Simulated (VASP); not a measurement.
# C: single point with LDA

C:

```xyz
4
Lattice="2.5160 0.0000 0.0000 -1.2580 2.1789 0.0000 0.0000 0.0000 4.1907" Properties=species:S:1:pos:R:3 pbc="T T T"
C     0.0000    1.4526    0.2633
C     1.2580    0.7263    2.3587
C     0.0000    1.4526    1.8321
C     1.2580    0.7263    3.9274
```

This cell differs from its parent crystal: volume scaled by 1.04.

```json
{"Program": "VASP 6.6.1", "Task": "single point", "Functional": "LDA", "Potentials or basis": "VASP PAW LDA potentials, release 64 (C)", "Cutoff": "520 eV", "k mesh": "13 × 13 × 7", "Occupations": "fermi-dirac, width 0.05 eV", "Spin": "no spin polarisation", "Dipole correction": "no", "Further INCAR settings": "ALGO = Normal; EDIFF = 1e-06; NBANDS = 16"}
```

The pressure is -15.7 GPa and the largest force is 0.041 eV/Å. The band gap on the k mesh is 3.27 eV, indirect (least direct gap 4.90 eV).

Forces in eV/Å, atoms in the order of the input:
```
C    0.000  0.000 -0.041
C    0.000  0.000 -0.041
C    0.000  0.000  0.041
C    0.000  0.000  0.041
```

Stress tensor (GPa, compression positive):
```
-15.59   0.00   0.00
  0.00 -15.59   0.00
  0.00   0.00 -15.95
```

Levels at points of the mesh, in eV from the valence-band top:
```
           k point  band 6  band 7  band 8  band 9  band 10  band 11
(0.00, 0.00, 0.00)   -0.49    0.00    0.00    4.90     4.90     5.25
```

Wall time 22 s on 1 thread of AMD EPYC 7R43 64-Core Processor (Zen 3), on a shared host, peak memory 0.1 GiB.

 A k mesh can miss the band edges.
